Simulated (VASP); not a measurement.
# K3Pd in VASP: a series of runs, part 2 of 2

VASP 6.6.1. Earlier steps stand in the parts before.

## Step 3: Single point, PBE

The input, INCAR:

```
ALGO = Fast ; EDIFF = 1E-6
ENCUT = 520 ; GGA = PE
ISIF = 2 ; ISMEAR = 0
LASPH = True ; LCHARG = False
LREAL = False ; LWAVE = False
NBANDS = 26 ; NELM = 100
PREC = Accurate ; SIGMA = 0.1
```

The input, KPOINTS:

```
Automatic mesh
0
Gamma
  2 2 2
  0.5 0.5 0
```

The input, POSCAR:

```
K3Pd
1.0
    5.4450130000      0.0000000000      0.0000000000
    0.0000000000      5.4450130000      0.0000000000
    0.0000000000      0.0000000000      5.4450130000
K Pd
3 1
Direct
    0.5000000000      0.5000000000      0.0000000000
    0.5000000000      0.0000000000      0.5000000000
    0.0000000000      0.5000000000      0.5000000000
    0.0000000000      0.0000000000      0.0091827145
```

Potentials or basis: VASP PAW PBE potentials, release 64 (K_sv, Pd).

Command:

```console
> cat potpaw_PBE.64/K_sv/POTCAR potpaw_PBE.64/Pd/POTCAR > POTCAR
> mpirun -np 1 vasp_std > vasp.out
```

OUTCAR:

```text
EDIFF = 1E-6
   ENCUT = 520
   GGA = PE
   ISIF = 2
   ISMEAR = 0
   LASPH = True
   LREAL = False
   NELM = 100
   PREC = Accurate

 ion  position               nearest neighbor table
   1  0.500  0.500  0.000-
   2  0.500  0.000  0.500-
   3  0.000  0.500  0.500-
   4  0.000  0.000  0.009-

  LATTYP: Found a simple cubic cell.
 ALAT       =     5.4450130000

  Lattice vectors:

 A1 = (   5.4450130000,   0.0000000000,   0.0000000000)
 A2 = (   0.0000000000,   5.4450130000,   0.0000000000)
 A3 = (   0.0000000000,   0.0000000000,   5.4450130000)

Analysis of symmetry for initial positions (statically):
=====================================================================
 Subroutine PRICEL returns:
 Original cell was already a primitive cell.

 Routine SETGRP: Setting up the symmetry group for a
 simple cubic supercell.

 Subroutine GETGRP returns: Found  8 space group operations
 (whereof  8 operations were pure point group operations)
 out of a pool of 48 trial point group operations.

The static configuration has the point symmetry C_4v.

Analysis of symmetry for dynamics (positions and initial velocities):
=====================================================================
 Subroutine PRICEL returns:
 Original cell was already a primitive cell.

 Routine SETGRP: Setting up the symmetry group for a
 simple cubic supercell.

 Subroutine GETGRP returns: Found  8 space group operations
 (whereof  8 operations were pure point group operations)
 out of a pool of 48 trial point group operations.

The dynamic configuration has the point symmetry C_4v.

 Subroutine INISYM returns: Found  8 space group operations
 (whereof  8 operations are pure point group operations),
 and found     1 'primitive' translations

----------------------------------------------------------------------------------------

                                     Primitive cell

  volume of cell :     161.4347

  direct lattice vectors                    reciprocal lattice vectors
     5.445013000  0.000000000  0.000000000     0.183654291  0.000000000  0.000000000
     0.000000000  5.445013000  0.000000000     0.000000000  0.183654291  0.000000000
     0.000000000  0.000000000  5.445013000     0.000000000  0.000000000  0.183654291

  length of vectors
     5.445013000  5.445013000  5.445013000     0.183654291  0.183654291  0.183654291

  position of ions in fractional coordinates (direct lattice)
     0.500000000  0.500000000  0.000000000
     0.500000000  0.000000000  0.500000000
     0.000000000  0.500000000  0.500000000
     0.000000000  0.000000000  0.009182714

  ion indices of the primitive-cell ions
   primitive index   ion index
                 1           1
                 2           2
                 3           3
                 4           4

----------------------------------------------------------------------------------------

 KPOINTS: Automatic mesh

Automatic generation of k-mesh.
 Grid dimensions read from file:
 generate k-points for:    2    2    2

 Generating k-lattice:

  Cartesian coordinates                     Fractional coordinates (reciprocal lattice)
     0.091827145  0.000000000  0.000000000     0.500000000  0.000000000  0.000000000
     0.000000000  0.091827145  0.000000000     0.000000000  0.500000000  0.000000000
     0.000000000  0.000000000  0.091827145     0.000000000  0.000000000  0.500000000

  Length of vectors
     0.091827145  0.091827145  0.091827145

  Shift w.r.t. Gamma in fractional coordinates (k-lattice)
     0.500000000  0.500000000  0.000000000

 Subroutine IBZKPT returns following result:
 ===========================================

 Found      4 irreducible k-points:

 Following reciprocal coordinates:
            Coordinates               Weight
  0.250000  0.250000  0.000000      4.000000
  0.000000  0.250000  0.250000      8.000000
  0.250000  0.250000  0.500000      4.000000
  0.500000  0.250000  0.250000      8.000000
   k-points           NKPTS =      4   k-points in BZ     NKDIM =      4   number of bands    NBANDS=     26
   number of dos      NEDOS =    301   number of ions     NIONS =      4
   total plane-waves  NPLWV =  64000
   dimension x,y,z NGX =    40 NGY =   40 NGZ =   40
   dimension x,y,z NGXF=    80 NGYF=   80 NGZF=   80
   ions per type =               3   1
   NGX,Y,Z   is equivalent  to a cutoff of  12.21, 12.21, 12.21 a.u.
   NGXF,Y,Z  is equivalent  to a cutoff of  24.43, 24.43, 24.43 a.u.
 SYSTEM =  unknown system
   PREC   = accura    normal or accurate (medium, high low for compatibility)
   ISTART =      0    job   : 0-new  1-cont  2-samecut
   ICHARG =      2    charge: 1-file 2-atom 10-const
   ISPIN  =      1    spin polarized calculation?
   LNONCOLLINEAR =      F non collinear calculations
   LSORBIT =      F    spin-orbit coupling
   LASPH  =      T    aspherical Exc in radial PAW
   ENCUT  =  520.0 eV  38.22 Ry    6.18 a.u.  10.12 10.12 10.12*2*pi/ulx,y,z
   NELM   =    100;   NELMIN=  2; NELMDL= -5     # of ELM steps
   EDIFF  = 0.1E-05   stopping-criterion for ELM
   LREAL  =      F    real-space projection
   EDIFFG = 0.1E-04   stopping-criterion for IOM
   NSW    =      0    number of steps for IOM
   IBRION =     -1    ionic relax: 0-MD 1-quasi-New 2-CG
   NFREE  =      0    steps in history (QN), initial steepest desc. (CG)
   ISIF   =      2    stress and relaxation
   ISYM   =      2    0-nonsym 1-usesym 2-fastsym
   POTIM  = 0.5000    time-step for ionic-motion
   TEBEG  =    0.0;   TEEND  =   0.0 temperature during run
   PSTRESS=    0.0 pullay stress
   NELECT =      37.0000    total number of electrons
   NUPDOWN=      -1.0000    fix difference up-down
   EMIN   =  10.00;   EMAX   =-10.00  energy-range for DOS
   EFERMI =   0.00;   METHOD = LEGACY
   ISMEAR =     0;   SIGMA  =   0.10  broadening in eV -4-tet -1-fermi 0-gaus
   EFERMI_NEDOS =   21; number of points for ismear=-14 and -15
   IALGO  =     68    algorithm
   IMIX   =      4    mixing-type and parameters
     AMIX     =   0.40;   BMIX     =  1.00
     AMIX_MAG =   1.60;   BMIX_MAG =  1.00
  volume/ion in A,a.u.               =      40.36       272.35
  Fermi-wavevector in a.u.,A,eV,Ry     =   1.001866  1.893253 13.656662  1.003736
  Thomas-Fermi vector in A             =   2.134316
   LORBIT       =      0    0 simple, 1 ext, 2 COOP (PROOUT), +10 PAW based schemes
   GGA     = PE    functional components
   LHFCALC =     F    Hartree Fock is set to
   AEXX    =    0.0000 exact exchange contribution
   IVDW    =     0    specifies the selected vdW correction
   LEPSILON=     F    determine dielectric tensor
   LRPA    =     F    only Hartree local field effects (RPA)
 non-spin polarized calculation
 RMM-DIIS sequential band-by-band and
 Gauss-broadening in eV      SIGMA  =   0.10
  energy-cutoff  :      520.00
  volume of cell :      161.43
 maximum number of plane-waves:      4360
   NGX = 21   NGY = 21   NGZ = 21

 number of electron      37.0000011 magnetization

 Free energy of the ion-electron system (eV)
  ---------------------------------------------------
  ext. energy  EPLUGINS =         0.00000000
  ---------------------------------------------------
  free energy    TOTEN  =        -7.51770256 eV

  energy without entropy =       -7.51265623  energy(sigma->0) =       -7.51517939

 E-fermi :   1.2231     XC(G=0):  -7.3725

 val. band max:        1.0680190747   @ k =   0.2500   0.2500   0.5000
 cond. band min:       1.3784034467   @ k =   0.2500   0.2500   0.0000
 fundamental gap:      0.3103843719
 Fermi energy:         1.2230971693

 k-point     1 :       0.2500    0.2500    0.0000
  band No.  band energies     occupation
      1     -30.4786      2.00000
      2     -30.4471      2.00000
      3     -30.4433      2.00000
      4     -14.1698      2.00000
      5     -14.1164      2.00000
      6     -14.0542      2.00000
[... 18 lines left out ...]
     25       5.1023      0.00000
     26       5.2028      0.00000

 k-point     2 :       0.0000    0.2500    0.2500
  band No.  band energies     occupation
      1     -30.4785      2.00000
      2     -30.4480      2.00000
      3     -30.4425      2.00000
      4     -14.1704      2.00000
      5     -14.1153      2.00000
      6     -14.0544      2.00000
[... 18 lines left out ...]
     25       5.0403      0.00000
     26       5.1687      0.00000

 k-point     3 :       0.2500    0.2500    0.5000
  band No.  band energies     occupation
      1     -30.4643      2.00000
      2     -30.4573      2.00000
      3     -30.4470      2.00000
      4     -14.2445      2.00000
      5     -14.0148      2.00000
      6     -14.0129      2.00000
[... 18 lines left out ...]
     25       4.6466      0.00000
     26       5.6813      0.00000

 k-point     4 :       0.5000    0.2500    0.2500
  band No.  band energies     occupation
      1     -30.4652      2.00000
      2     -30.4556      2.00000
      3     -30.4478      2.00000
      4     -14.2444      2.00000
      5     -14.0145      2.00000
      6     -14.0137      2.00000
[... 18 lines left out ...]
     25       4.6465      0.00000
     26       5.6721      0.00000

------------------------ aborting loop because EDIFF is reached ----------------------------------------

  FORCE on cell =-STRESS in cart. coord.  units (eV):
  Direction    XX          YY          ZZ          XY          YZ          ZX
  --------------------------------------------------------------------------------------
  -------------------------------------------------------------------------------------
  Total        0.1195130      0.1195130      0.1224264      0.0000000      0.0000000      0.0000000
  in kB        1.1861207      1.1861207      1.2150350      0.0000000      0.0000000      0.0000000
  external PRESSURE =       1.1957588 kB  Pullay stress =       0.0000000 kB

 VOLUME and BASIS-vectors are now :
 -----------------------------------------------------------------------------
  energy-cutoff  :      520.00
  volume of cell :      161.43
      direct lattice vectors                 reciprocal lattice vectors
     5.445013000  0.000000000  0.000000000     0.183654291  0.000000000  0.000000000
     0.000000000  5.445013000  0.000000000     0.000000000  0.183654291  0.000000000
     0.000000000  0.000000000  5.445013000     0.000000000  0.000000000  0.183654291

 POSITION                                       TOTAL-FORCE (eV/Angst)
 -----------------------------------------------------------------------------------
      2.72251      2.72251      0.00000        -0.000000      0.000000      0.011184
      2.72251      0.00000      2.72251         0.000000     -0.000000     -0.002405
      0.00000      2.72251      2.72251         0.000000      0.000000     -0.002405
      0.00000      0.00000      0.05000         0.000000     -0.000000     -0.006374
 -----------------------------------------------------------------------------------
    total drift:                               -0.000000     -0.000000     -0.000230

  FREE ENERGIE OF THE ION-ELECTRON SYSTEM (eV)
  ---------------------------------------------------
  free  energy   TOTEN  =        -7.5177025569 eV

  energy  without entropy=       -7.5126562310  energy(sigma->0) =       -7.51517939
```

stdout:

```text
POSCAR found type information on POSCAR K Pd
 POSCAR found :  2 types and       4 ions
 scaLAPACK will be used
 LDA part: xc-table for (Slater+PW92), standard interpolation
 POSCAR, INCAR and KPOINTS ok, starting setup
 FFT: planning ... GRIDC
 FFT: planning ... GRID_SOFT
 FFT: planning ... GRID
 WAVECAR not read
 entering main loop
```

Run time: 76 s. Hardware: 1 thread of Intel Xeon 8259CL, shared host; peak memory 0.23 GiB.

Results:

```yaml
Free_energy: -7.5177 eV
Pressure: 0.1 GPa
Largest_force: 0.011 eV/Å
Band_gap_on_the_k_mesh: zero (an odd number of electrons rules out a gap without spin polarisation)
```

Forces in eV/Å, atoms in the order of the input:
```
K    0.000  0.000  0.011
K    0.000  0.000 -0.002
K    0.000  0.000 -0.002
Pd   0.000  0.000 -0.006
```

Caveat: the k points lie up to 0.58 Å⁻¹ apart, too coarse for converged energies and pressures of a metal; an empty level that is flat over the whole mesh can mark a ghost state of the potentials, or a narrow d or f band.

## Step 4: Single point, PBEsol

The input, INCAR:

```
  ALGO = Fast
  EDIFF = 1E-7
  ENCUT = 520
  GGA = PS
  ISIF = 2
  ISMEAR = 1
  ISYM = 0
  LASPH = T
  LCHARG = F
  LREAL = F
  LWAVE = F
  NBANDS = 26
  NELM = 80
  PREC = Accurate
  SIGMA = 0.27211386245988
```

The input, KPOINTS:

```
k-points
0
Gamma
  2 4 2
```

POSCAR: that of step 3 with these lines changed.

```diff
@@ -11,2 +11,2 @@
     0.0000000000      0.5000000000      0.5000000000
-    0.0000000000      0.0000000000      0.0091827145
+    0.0000000000      0.0000000000      0.0000000000
```

Potentials or basis: VASP PAW PBE potentials, release 64 (K_sv, Pd).

Command:

```console
> cat potpaw_PBE.64/K_sv/POTCAR potpaw_PBE.64/Pd/POTCAR > POTCAR
> mpirun -np 1 vasp_std > vasp.out
```

OUTCAR:

```text
EDIFF = 1E-7
   ENCUT = 520
   GGA = PS
   ISIF = 2
   ISMEAR = 1
   ISYM = 0
   LASPH = T
   LREAL = F
   NELM = 80
   PREC = Accurate

 ion  position               nearest neighbor table
   1  0.500  0.500  0.000-
   2  0.500  0.000  0.500-
   3  0.000  0.500  0.500-
   4  0.000  0.000  0.000-

[... 514 lines left out ...]
------------------------ aborting loop because EDIFF is reached ----------------------------------------

  FORCE on cell =-STRESS in cart. coord.  units (eV):
  Direction    XX          YY          ZZ          XY          YZ          ZX
  --------------------------------------------------------------------------------------
  -------------------------------------------------------------------------------------
  Total       -0.7372014     -1.2496802     -0.7372041     -0.0000085      0.0000022      0.0000151
  in kB       -7.3164429    -12.4025996     -7.3164697     -0.0000849      0.0000222      0.0001494
  external PRESSURE =      -9.0118374 kB  Pullay stress =       0.0000000 kB

 VOLUME and BASIS-vectors are now :
 -----------------------------------------------------------------------------
  energy-cutoff  :      520.00
  volume of cell :      161.43
      direct lattice vectors                 reciprocal lattice vectors
     5.445013000  0.000000000  0.000000000     0.183654291  0.000000000  0.000000000
     0.000000000  5.445013000  0.000000000     0.000000000  0.183654291  0.000000000
     0.000000000  0.000000000  5.445013000     0.000000000  0.000000000  0.183654291

 POSITION                                       TOTAL-FORCE (eV/Angst)
 -----------------------------------------------------------------------------------
      2.72251      2.72251      0.00000         0.000001     -0.000007      0.000006
      2.72251      0.00000      2.72251        -0.000003      0.000008      0.000000
      0.00000      2.72251      2.72251        -0.000001     -0.000002     -0.000003
      0.00000      0.00000      0.00000         0.000003      0.000002     -0.000004
 -----------------------------------------------------------------------------------
    total drift:                               -0.000000     -0.000009      0.000001

  FREE ENERGIE OF THE ION-ELECTRON SYSTEM (eV)
  ---------------------------------------------------
  free  energy   TOTEN  =        -8.2146298424 eV

  energy  without entropy=       -8.2155778190  energy(sigma->0) =       -8.21494583
```

OSZICAR:

```text
N       E                     dE             d eps       ncg     rms          rms(c)
DAV:   1     0.261346762619E+03    0.26135E+03   -0.16319E+04   624   0.121E+03
DAV:   2     0.902193312355E+01   -0.25232E+03   -0.24410E+03   696   0.343E+02
DAV:   3    -0.852134216685E+01   -0.17543E+02   -0.17463E+02   982   0.736E+01
[... 18 lines left out ...]
RMM:  22    -0.821463467828E+01    0.75445E-06   -0.23572E-06   812   0.387E-03    0.215E-02
RMM:  23    -0.821463195490E+01    0.27234E-05   -0.24217E-06   928   0.588E-03    0.156E-02
RMM:  24    -0.821462984901E+01    0.21059E-05   -0.51414E-06  1048   0.834E-03    0.628E-03
RMM:  25    -0.821462976836E+01    0.80651E-07   -0.14099E-06   816   0.407E-03    0.258E-03
RMM:  26    -0.821462984238E+01   -0.74021E-07   -0.27366E-07   541   0.197E-03
   1 F= -.82146298E+01 E0= -.82149458E+01  d E =0.947977E-03
```

It took 3.6 min on 1 thread of Intel Xeon 8259CL, shared host; peak memory 0.25 GiB.

Results:

- Free energy: -8.2146 eV
- Pressure: -0.9 GPa
- Band gap on the k mesh: zero (an odd number of electrons rules out a gap without spin polarisation)

Caveat: the k points lie up to 0.58 Å⁻¹ apart, too coarse for converged energies and pressures of a metal; the PAW data sets were made with another functional, which shifts forces and pressure a little.

## Step 5: Overview

```csv
level,cell,k mesh,smearing,gap on the mesh (eV),pressure (GPa)
PBE+D4,"as given, atomic positions A",2 × 2 × 2,gaussian 0.1 eV,none,-0.6
PBE,"as given, atomic positions B","2 × 2 × 2, shifted",gaussian 0.1 eV,none,0.1
PBEsol,"as given, atomic positions A",2 × 4 × 2,methfessel-paxton 0.272114 eV,none,-0.9
```

Alike in all rows: task single point; potentials or basis VASP PAW PBE potentials, release 64 (K_sv, Pd); no spin polarisation; cutoff (eV) 520.

Caveats: all runs use coarse meshes; an empty level that is flat over the whole mesh can mark a ghost state of the potentials, or a narrow d or f band (at least some runs); the PAW data sets were made with another functional, which shifts forces and pressure a little (at least some runs).

Absolute energies hang on the potentials; compare differences alone.
